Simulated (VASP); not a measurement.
# Rb3Zn2 (P6/mmm) in VASP: single point with PBE

Aim: the single point of Rb3Zn2 with PBE.

All numbers are computed with VASP 6.6.1; they aren't measurements. Logs are shortened: lines on timing, memory, paths and dates and some standing lists are left out, and cuts for length are marked.

## (1) The cell of the first run

Symmetry: P6/mmm, No. 191, hexagonal system. The conventional cell has a = 9.071 Å, b = 9.071 Å, c = 5.335 Å, α = 90.00°, β = 90.00°, γ = 120.00°. Rb (site symmetry mmm) has 4 Zn at 3.74 Å and 4 Rb at 4.54 Å within 4.9 Å. Within 4.9 Å of Zn (site symmetry -6m2) lie 6 Rb at 3.74 Å.

The cell was generated, and may not be a known phase.

## (2) Single point, PBE

The input, INCAR:

```
SYSTEM = Rb3Zn2
  PREC = Accurate
  ENCUT = 520
  EDIFF = 1E-6
  ISMEAR = 0
  SIGMA = 0.2
  LREAL = .False.
  LASPH = .True.
  NELM = 80
  ALGO = Fast
  ISIF = 2
  LWAVE = .False.
  LCHARG = .False.
  GGA = PE
  NBANDS = 34
```

The input, KPOINTS:

```
regular mesh
0
Gamma
  3 3 3
  0 0 0
```

The input, POSCAR:

```
Rb3Zn2
1.0
    9.0711028153      0.0000000000      0.0000000000
   -4.5355514076      7.8558054784      0.0000000000
    0.0000000000      0.0000000000      5.3350632340
Rb Zn
3 2
Direct
    0.5000000000      0.0000000000      0.0869213720
    0.0000000000      0.5000000000      0.0869213720
    0.5000000000      0.5000000000      0.0869213720
    0.3333333333      0.6666666667      0.5869173570
    0.6666666667      0.3333333333      0.5869173570
```

Potentials or basis: VASP PAW PBE potentials, release 64 (Rb_sv, Zn).

Launch:

```bash
cat potpaw_PBE.64/Rb_sv/POTCAR potpaw_PBE.64/Zn/POTCAR > POTCAR
mpirun -np 1 vasp_std > vasp.out
```

OUTCAR:

```text
SYSTEM = Rb3Zn2
   PREC = Accurate
   ENCUT = 520
   EDIFF = 1E-6
   ISMEAR = 0
   LREAL = .False.
   LASPH = .True.
   NELM = 80
   ISIF = 2
   GGA = PE

 ion  position               nearest neighbor table
   1  0.500  0.000  0.087-   4 3.74   5 3.74   4 3.74   5 3.74   3 4.54   3 4.54   2 4.54   2 4.54

   2  0.000  0.500  0.087-   4 3.74   5 3.74   4 3.74   5 3.74   3 4.54   3 4.54   1 4.54   1 4.54

   3  0.500  0.500  0.087-   4 3.74   5 3.74   4 3.74   5 3.74   1 4.54   1 4.54   2 4.54   2 4.54

   4  0.333  0.667  0.587-   1 3.74   2 3.74   3 3.74   1 3.74   2 3.74   3 3.74
   5  0.667  0.333  0.587-   1 3.74   2 3.74   3 3.74   1 3.74   2 3.74   3 3.74

  LATTYP: Found a hexagonal cell.
 ALAT       =     9.0711028153
 C/A-ratio  =     0.5881383270

  Lattice vectors:

 A1 = (   9.0711028153,   0.0000000000,   0.0000000000)
 A2 = (  -4.5355514076,   7.8558054784,   0.0000000000)
 A3 = (   0.0000000000,   0.0000000000,   5.3350632340)

Analysis of symmetry for initial positions (statically):
=====================================================================
 Subroutine PRICEL returns:
 Original cell was already a primitive cell.

 Routine SETGRP: Setting up the symmetry group for a
 hexagonal supercell.

 Subroutine GETGRP returns: Found 24 space group operations
 (whereof 12 operations were pure point group operations)
 out of a pool of 24 trial point group operations.

The static configuration has the point symmetry C_6v.
 The point group associated with its full space group is D_6h.

Analysis of symmetry for dynamics (positions and initial velocities):
=====================================================================
 Subroutine PRICEL returns:
 Original cell was already a primitive cell.

 Routine SETGRP: Setting up the symmetry group for a
 hexagonal supercell.

 Subroutine GETGRP returns: Found 24 space group operations
 (whereof 12 operations were pure point group operations)
 out of a pool of 24 trial point group operations.

The dynamic configuration has the point symmetry C_6v.
 The point group associated with its full space group is D_6h.

 Subroutine INISYM returns: Found 24 space group operations
 (whereof 12 operations are pure point group operations),
 and found     1 'primitive' translations

----------------------------------------------------------------------------------------

                                     Primitive cell

[... 78 lines left out ...]
   LREAL  =      F    real-space projection
   EDIFFG = 0.1E-04   stopping-criterion for IOM
   NSW    =      0    number of steps for IOM
   IBRION =     -1    ionic relax: 0-MD 1-quasi-New 2-CG
   NFREE  =      0    steps in history (QN), initial steepest desc. (CG)
   ISIF   =      2    stress and relaxation
   ISYM   =      2    0-nonsym 1-usesym 2-fastsym
   POTIM  = 0.5000    time-step for ionic-motion
   TEBEG  =    0.0;   TEEND  =   0.0 temperature during run
   PSTRESS=    0.0 pullay stress
   NELECT =      51.0000    total number of electrons
   NUPDOWN=      -1.0000    fix difference up-down
   EMIN   =  10.00;   EMAX   =-10.00  energy-range for DOS
   EFERMI =   0.00;   METHOD = LEGACY
   ISMEAR =     0;   SIGMA  =   0.20  broadening in eV -4-tet -1-fermi 0-gaus
   EFERMI_NEDOS =   21; number of points for ismear=-14 and -15
   IALGO  =     68    algorithm
   IMIX   =      4    mixing-type and parameters
     AMIX     =   0.40;   BMIX     =  1.00
     AMIX_MAG =   1.60;   BMIX_MAG =  1.00
  volume/ion in A,a.u.               =      76.04       513.12
  Fermi-wavevector in a.u.,A,eV,Ry     =   0.838046  1.583678  9.555669  0.702322
  Thomas-Fermi vector in A             =   1.952037
   LORBIT       =      0    0 simple, 1 ext, 2 COOP (PROOUT), +10 PAW based schemes
   GGA     = PE    functional components
   LHFCALC =     F    Hartree Fock is set to
   AEXX    =    0.0000 exact exchange contribution
   IVDW    =     0    specifies the selected vdW correction
   LEPSILON=     F    determine dielectric tensor
   LRPA    =     F    only Hartree local field effects (RPA)
 non-spin polarized calculation
 RMM-DIIS sequential band-by-band and
 Gauss-broadening in eV      SIGMA  =   0.20
  energy-cutoff  :      520.00
  volume of cell :      380.18
 maximum number of plane-waves:     10266
 NGX is ok and might be reduce to    70
   NGX = 33   NGY = 33   NGZ = 19

 number of electron      51.0000017 magnetization

 Free energy of the ion-electron system (eV)
  ---------------------------------------------------
  ext. energy  EPLUGINS =         0.00000000
  ---------------------------------------------------
  free energy    TOTEN  =        -3.40836947 eV

  energy without entropy =       -3.30127216  energy(sigma->0) =       -3.35482082

 E-fermi :  -0.3794     XC(G=0):  -5.3166

 val. band max:       -0.4126822516   @ k =   0.3333   0.3333   0.3333
 cond. band min:      -0.2758307615   @ k =   0.3333  -0.0000   0.3333
 fundamental gap:      0.1368514901
 Fermi energy:        -0.3794128928

 k-point     1 :       0.0000    0.0000    0.0000
  band No.  band energies     occupation
      1     -28.9840      2.00000
      2     -28.9753      2.00000
      3     -28.9753      2.00000
      4     -13.1839      2.00000
      5     -13.1711      2.00000
      6     -13.1711      2.00000
[... 211 lines left out ...]
     33       2.0458      0.00000
     34       2.1631      0.00000

------------------------ aborting loop because EDIFF is reached ----------------------------------------

  FORCE on cell =-STRESS in cart. coord.  units (eV):
  Direction    XX          YY          ZZ          XY          YZ          ZX
  --------------------------------------------------------------------------------------
  -------------------------------------------------------------------------------------
  Total        0.3728991      0.3728991     -0.1604577      0.0000000      0.0000000      0.0000000
  in kB        1.5714897      1.5714897     -0.6762089      0.0000000      0.0000000      0.0000000
  external PRESSURE =       0.8222568 kB  Pullay stress =       0.0000000 kB

 VOLUME and BASIS-vectors are now :
 -----------------------------------------------------------------------------
  energy-cutoff  :      520.00
  volume of cell :      380.18
      direct lattice vectors                 reciprocal lattice vectors
     9.071102815  0.000000000  0.000000000     0.110240179  0.063647197  0.000000000
    -4.535551408  7.855805478  0.000000000     0.000000000  0.127294394  0.000000000
     0.000000000  0.000000000  5.335063234     0.000000000  0.000000000  0.187439203

 POSITION                                       TOTAL-FORCE (eV/Angst)
 -----------------------------------------------------------------------------------
      4.53555      0.00000      0.46373        -0.000000      0.000000      0.000000
     -2.26778      3.92790      0.46373        -0.000000      0.000000      0.000000
      2.26778      3.92790      0.46373        -0.000000      0.000000      0.000000
     -0.00000      5.23720      3.13124         0.000000     -0.000000     -0.000000
      4.53555      2.61860      3.13124        -0.000000      0.000000     -0.000000
 -----------------------------------------------------------------------------------
    total drift:                               -0.000000      0.000000     -0.040422

  FREE ENERGIE OF THE ION-ELECTRON SYSTEM (eV)
  ---------------------------------------------------
  free  energy   TOTEN  =        -3.4083694749 eV

  energy  without entropy=       -3.3012721620  energy(sigma->0) =       -3.35482082
```

Wall time 7.9 min (1 thread of AMD EPYC, shared host); peak memory 0.43 GiB.

Results:

* Free energy: -3.4084 eV
* Pressure: 0.1 GPa
* Band gap on the k mesh: zero (an odd number of electrons rules out a gap without spin polarisation)

Caveat: the k points lie up to 0.39 Å⁻¹ apart, too coarse for converged energies and pressures of a metal.

The gap in the log of VASP goes by the Fermi energy; the results here count the filled bands.